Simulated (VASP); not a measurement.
# Ce (Im-3m) in VASP: further runs, part 2 of 2

VASP 6.6.1.

## 4. Single point, LDA, collinear spin, ferromagnetic start

File INCAR:

```
SYSTEM = Ce
PREC = Accurate
ENCUT = 500
EDIFF = 1E-6
ISMEAR = 1
SIGMA = 0.2
LREAL = .False.
LASPH = .True.
NELM = 200
ALGO = Normal
ISIF = 2
LWAVE = .False.
LCHARG = .False.
ISPIN = 2
MAGMOM = 1.3
LORBIT = 11
LMAXMIX = 6
GGA = CA
NBANDS = 16
GGA_COMPAT = .False.
```

File KPOINTS:

```
regular mesh
0
Gamma
  4 4 4
  0 0 0
```

File POSCAR:

```
Ce
1.0
   -1.9432985500      1.9432985500      1.9432985500
    1.9432985500     -1.9432985500      1.9432985500
    1.9432985500      1.9432985500     -1.9432985500
Ce
1
Direct
    0.0000000000      0.0000000000      0.0000000000
```

Potentials or basis: VASP PAW LDA potentials, release 64 (Ce).

Command:

```
> cat potpaw_LDA.64/Ce/POTCAR > POTCAR
> mpirun -np 1 vasp_std > vasp.out
```

OUTCAR:

```text
SYSTEM = Ce
   PREC = Accurate
   ENCUT = 500
   EDIFF = 1E-6
   ISMEAR = 1
   LREAL = .False.
   LASPH = .True.
   NELM = 200
   ISIF = 2
   ISPIN = 2
   LORBIT = 11
   GGA = CA

 ion  position               nearest neighbor table
   1  0.000  0.000  0.000-

  LATTYP: Found a body centered cubic cell.
 ALAT       =     3.8865971000

  Lattice vectors:

 A1 = (  -1.9432985500,   1.9432985500,   1.9432985500)
 A2 = (   1.9432985500,  -1.9432985500,   1.9432985500)
 A3 = (   1.9432985500,   1.9432985500,  -1.9432985500)

Analysis of symmetry for initial positions (statically):
=====================================================================
 Subroutine PRICEL returns:
 Original cell was already a primitive cell.

 Routine SETGRP: Setting up the symmetry group for a
 body centered cubic supercell.

 Subroutine GETGRP returns: Found 48 space group operations
 (whereof 48 operations were pure point group operations)
 out of a pool of 48 trial point group operations.

The static configuration has the point symmetry O_h .

Analysis of symmetry for dynamics (positions and initial velocities):
=====================================================================
 Subroutine PRICEL returns:
 Original cell was already a primitive cell.

 Routine SETGRP: Setting up the symmetry group for a
 body centered cubic supercell.

 Subroutine GETGRP returns: Found 48 space group operations
 (whereof 48 operations were pure point group operations)
 out of a pool of 48 trial point group operations.

The dynamic configuration has the point symmetry O_h .

Analysis of structural, dynamic, and magnetic symmetry:
=====================================================================
 Subroutine PRICEL returns:
 Original cell was already a primitive cell.

 Routine SETGRP: Setting up the symmetry group for a
 body centered cubic supercell.

 Subroutine GETGRP returns: Found 48 space group operations
 (whereof 48 operations were pure point group operations)
 out of a pool of 48 trial point group operations.

The overall configuration has the point symmetry O_h .

 Subroutine INISYM returns: Found 48 space group operations
 (whereof 48 operations are pure point group operations),
 and found     1 'primitive' translations

----------------------------------------------------------------------------------------

                                     Primitive cell

  volume of cell :      29.3548

  direct lattice vectors                    reciprocal lattice vectors
    -1.943298550  1.943298550  1.943298550     0.000000000  0.257294485  0.257294485
     1.943298550 -1.943298550  1.943298550     0.257294485  0.000000000  0.257294485
     1.943298550  1.943298550 -1.943298550     0.257294485  0.257294485  0.000000000

  length of vectors
     3.365891823  3.365891823  3.365891823     0.363869350  0.363869350  0.363869350

  position of ions in fractional coordinates (direct lattice)
     0.000000000  0.000000000  0.000000000

  ion indices of the primitive-cell ions
   primitive index   ion index
                 1           1

----------------------------------------------------------------------------------------

 KPOINTS: regular mesh

[... 42 lines left out ...]
   ISTART =      0    job   : 0-new  1-cont  2-samecut
   ICHARG =      2    charge: 1-file 2-atom 10-const
   ISPIN  =      2    spin polarized calculation?
   LNONCOLLINEAR =      F non collinear calculations
   LSORBIT =      F    spin-orbit coupling
   LASPH  =      T    aspherical Exc in radial PAW
   ENCUT  =  500.0 eV  36.75 Ry    6.06 a.u.   6.14  6.14  6.14*2*pi/ulx,y,z
   NELM   =    200;   NELMIN=  2; NELMDL= -5     # of ELM steps
   EDIFF  = 0.1E-05   stopping-criterion for ELM
   LREAL  =      F    real-space projection
   EDIFFG = 0.1E-04   stopping-criterion for IOM
   NSW    =      0    number of steps for IOM
   IBRION =     -1    ionic relax: 0-MD 1-quasi-New 2-CG
   NFREE  =      0    steps in history (QN), initial steepest desc. (CG)
   ISIF   =      2    stress and relaxation
   ISYM   =      2    0-nonsym 1-usesym 2-fastsym
   POTIM  = 0.5000    time-step for ionic-motion
   TEBEG  =    0.0;   TEEND  =   0.0 temperature during run
   PSTRESS=    0.0 pullay stress
   NELECT =      12.0000    total number of electrons
   NUPDOWN=      -1.0000    fix difference up-down
   EMIN   =  10.00;   EMAX   =-10.00  energy-range for DOS
   EFERMI =   0.00;   METHOD = LEGACY
   ISMEAR =     1;   SIGMA  =   0.20  broadening in eV -4-tet -1-fermi 0-gaus
   EFERMI_NEDOS =   21; number of points for ismear=-14 and -15
   IALGO  =     38    algorithm
   IMIX   =      4    mixing-type and parameters
     AMIX     =   0.40;   BMIX     =  1.00
     AMIX_MAG =   1.60;   BMIX_MAG =  1.00
  volume/ion in A,a.u.               =      29.35       198.10
  Fermi-wavevector in a.u.,A,eV,Ry     =   1.214998  2.296014 20.085209  1.476221
  Thomas-Fermi vector in A             =   2.350400
   LORBIT       =     11    0 simple, 1 ext, 2 COOP (PROOUT), +10 PAW based schemes
   GGA     = CA    functional components
   LHFCALC =     F    Hartree Fock is set to
   AEXX    =    0.0000 exact exchange contribution
   IVDW    =     0    specifies the selected vdW correction
   LEPSILON=     F    determine dielectric tensor
   LRPA    =     F    only Hartree local field effects (RPA)
 spin polarized calculation
 Methfessel and Paxton  Order N= 1 SIGMA  =   0.20
  energy-cutoff  :      500.00
  volume of cell :       29.35
 maximum number of plane-waves:       767
 NGX is ok and might be reduce to    28
   NGX = 13   NGY = 13   NGZ = 13

 number of electron      12.0000000 magnetization      -0.0004743

 number of electron      12.0000000 magnetization       0.0000325

 Free energy of the ion-electron system (eV)
  ---------------------------------------------------
  ext. energy  EPLUGINS =         0.00000000
  ---------------------------------------------------
  free energy    TOTEN  =        -6.42969837 eV

  energy without entropy =       -6.43106208  energy(sigma->0) =       -6.43015294

 E-fermi :   7.9366     XC(G=0): -11.0001

 val. band max:        7.8927585538   @ k =  -0.2500   0.2500   0.2500
 cond. band min:       7.9752878277   @ k =   0.2500   0.0000   0.0000
 fundamental gap:      0.0825292739
 Fermi energy:         7.9365772243

 spin component 1

 k-point     1 :       0.0000    0.0000    0.0000
  band No.  band energies     occupation
      1     -26.5372      1.00000
      2      -8.1305      1.00000
      3      -8.1305      1.00000
      4      -8.1305      1.00000
      5       4.9196      1.00000
      6       7.9889      0.28688
[... 128 lines left out ...]
      2      -9.6044      1.00000
      3      -9.6044      1.00000
      4      -9.6044      1.00000
      5       5.5826      1.00000
      6       5.5826      1.00000
[... 8 lines left out ...]
     15      15.5461      0.00000
     16      15.5461      0.00000
 Fermi energy:         7.9365772243

 spin component 2

 k-point     1 :       0.0000    0.0000    0.0000
  band No.  band energies     occupation
      1     -26.5371      1.00000
      2      -8.1304      1.00000
      3      -8.1304      1.00000
      4      -8.1304      1.00000
      5       4.9196      1.00000
      6       7.9889      0.28675
[... 129 lines left out ...]
      3      -9.6043      1.00000
      4      -9.6043      1.00000
      5       5.5826      1.00000
      6       5.5826      1.00000
[... 8 lines left out ...]
     15      15.5462      0.00000
     16      15.5462      0.00000

------------------------ aborting loop because EDIFF is reached ----------------------------------------

  FORCE on cell =-STRESS in cart. coord.  units (eV):
  Direction    XX          YY          ZZ          XY          YZ          ZX
  --------------------------------------------------------------------------------------
  -------------------------------------------------------------------------------------
  Total       -1.4247944     -1.4247944     -1.4247944      0.0000000      0.0000000     -0.0000000
  in kB      -77.7650075    -77.7650075    -77.7650075      0.0000000      0.0000000     -0.0000000
  external PRESSURE =     -77.7650075 kB  Pullay stress =       0.0000000 kB

 VOLUME and BASIS-vectors are now :
 -----------------------------------------------------------------------------
  energy-cutoff  :      500.00
  volume of cell :       29.35
      direct lattice vectors                 reciprocal lattice vectors
    -1.943298550  1.943298550  1.943298550     0.000000000  0.257294485  0.257294485
     1.943298550 -1.943298550  1.943298550     0.257294485  0.000000000  0.257294485
     1.943298550  1.943298550 -1.943298550     0.257294485  0.257294485  0.000000000

 POSITION                                       TOTAL-FORCE (eV/Angst)
 -----------------------------------------------------------------------------------
      0.00000      0.00000      0.00000         0.000000     -0.000000      0.000000
 -----------------------------------------------------------------------------------
    total drift:                               -0.000000     -0.000000      0.000000

  FREE ENERGIE OF THE ION-ELECTRON SYSTEM (eV)
  ---------------------------------------------------
  free  energy   TOTEN  =        -6.4296983692 eV

  energy  without entropy=       -6.4310620844  energy(sigma->0) =       -6.43015294

 total charge

# of ion       s       p       d       f       tot
--------------------------------------------------
    1        2.078   5.572   1.156   1.010   9.816

 magnetization (x)

# of ion       s       p       d       f       tot
--------------------------------------------------
    1        0.000   0.000   0.000   0.000   0.000
```

OSZICAR:

```text
N       E                     dE             d eps       ncg     rms          rms(c)
DAV:   1     0.811054935797E+02    0.81105E+02   -0.46611E+03   520   0.803E+02
DAV:   2    -0.635388937053E+00   -0.81741E+02   -0.68323E+02   656   0.145E+02
[... 20 lines left out ...]
DAV:  23    -0.642974880648E+01   -0.38697E-04   -0.91169E-05   752   0.648E-02    0.678E-01
DAV:  24    -0.642972166079E+01    0.27146E-04   -0.10878E-05   552   0.296E-02    0.361E-01
DAV:  25    -0.642971243983E+01    0.92210E-05   -0.67525E-07   360   0.786E-03    0.285E-01
DAV:  26    -0.642969963218E+01    0.12808E-04   -0.34037E-06   512   0.172E-02    0.105E-01
DAV:  27    -0.642969857849E+01    0.10537E-05   -0.27341E-07   272   0.399E-03    0.428E-02
DAV:  28    -0.642969836925E+01    0.20924E-06   -0.81178E-08   256   0.188E-03
   1 F= -.64296984E+01 E0= -.64301529E+01  d E =0.136372E-02  mag=     0.0002
```

stdout:

```text
POSCAR found type information on POSCAR Ce
 POSCAR found :  1 types and       1 ions
 scaLAPACK will be used
 LDA part: xc-table for (Slater(with rela. corr.)+CA(PZ))
 , standard interpolation
 POSCAR, INCAR and KPOINTS ok, starting setup
 FFT: planning ... GRIDC
 FFT: planning ... GRID_SOFT
 FFT: planning ... GRID
 WAVECAR not read
 entering main loop
```

Run time: 32 s. Hardware: 1 thread of Intel Xeon 8259CL, shared host; peak memory 0.16 GiB.

What came out:

```
Free energy                                           : -6.4297 eV
Pressure                                              : -7.8 GPa
Band gap on the k mesh                                : zero (filled and empty bands overlap)
Net moment                                            : 0.00 μB per cell
Valence electrons inside the program's atomic spheres : Ce 9.82
```

Caveat: the k points lie up to 0.57 Å⁻¹ apart; the magnetic or orbital state may not be the lowest; spin-orbit coupling is left out, which moves the levels of the heavy elements. The state reached can hang on the start; a lower one may exist.

## 5. Single point, LDA, collinear spin, ferromagnetic start

File INCAR:

```
PREC = Accurate
ENCUT = 500
EDIFF = 1E-6
ISMEAR = 1
SIGMA = 0.1
LREAL = False
LASPH = True
NELM = 200
ALGO = Normal
ISIF = 2
LWAVE = False
LCHARG = False
ISPIN = 2
MAGMOM = 1.3
LORBIT = 11
LMAXMIX = 6
GGA = CA
NBANDS = 16
GGA_COMPAT = False
```

File KPOINTS:

```
Automatic mesh
0
Gamma
  4 4 4
```

POSCAR is that of step 4.

Command:

```
> cat potpaw_LDA.64/Ce/POTCAR > POTCAR
> mpirun -np 1 vasp_std > vasp.out
```

Run time: 48 s. Hardware: 1 thread of Intel Xeon 8259CL, shared host; peak memory 0.16 GiB.

It converged, with:

- Free energy: -6.4286 eV
- Pressure: -7.8 GPa
- Band gap on the k mesh: zero (filled and empty bands overlap)
- Net moment: 0.00 μB per cell
- Valence electrons inside the program's atomic spheres: Ce 9.81

Levels at points of the mesh, in eV from the Fermi level:
Spin up:
| k point | band 4 | band 5 | band 6 | band 7 | band 8 | band 9 |
| --- | --- | --- | --- | --- | --- | --- |
| (0.00, 0.00, 0.00) | -16.07 | -3.01 | 0.03 | 0.03 | 0.03 | 0.72 |
| (0.50, 0.00, 0.00) | -16.12 | -2.03 | -0.31 | 0.07 | 0.24 | 0.35 |
| (0.50, 0.50, 0.50) | -17.55 | -2.35 | -2.35 | 0.12 | 0.37 | 0.37 |
Spin down:
| k point | band 4 | band 5 | band 6 | band 7 | band 8 | band 9 |
| --- | --- | --- | --- | --- | --- | --- |
| (0.00, 0.00, 0.00) | -16.07 | -3.01 | 0.03 | 0.03 | 0.03 | 0.72 |
| (0.50, 0.00, 0.00) | -16.12 | -2.03 | -0.31 | 0.07 | 0.24 | 0.35 |
| (0.50, 0.50, 0.50) | -17.55 | -2.35 | -2.35 | 0.12 | 0.37 | 0.37 |

Caveat: the k points lie up to 0.57 Å⁻¹ apart; the magnetic or orbital state may not be the lowest; spin-orbit coupling is left out, which moves the levels of the heavy elements. The state reached can hang on the start; a lower one may exist.

## 6. The runs side by side

| smearing | gap on the mesh (eV) | pressure (GPa) | moment (μB) |
| --- | --- | --- | --- |
| methfessel-paxton 0.5 eV | none | -7.3 | 1.10 |
| methfessel-paxton 0.3 eV | none | -8.3 | 0.00 |
| methfessel-paxton 0.2 eV | none | -7.8 | 0.00 |
| methfessel-paxton 0.1 eV | none | -7.8 | 0.00 |

Alike in all rows: task single point; level LDA; potentials or basis VASP PAW LDA potentials, release 64 (Ce); spin collinear, ferromagnetic start; cell as given; k mesh 4 × 4 × 4; cutoff (eV) 500.

Caveats: all runs use coarse meshes; the magnetic or orbital state may not be the lowest; spin-orbit coupling is left out, which moves the levels of the heavy elements.

Total energies depend on the potentials used, so only differences within one code and one set of settings carry meaning.
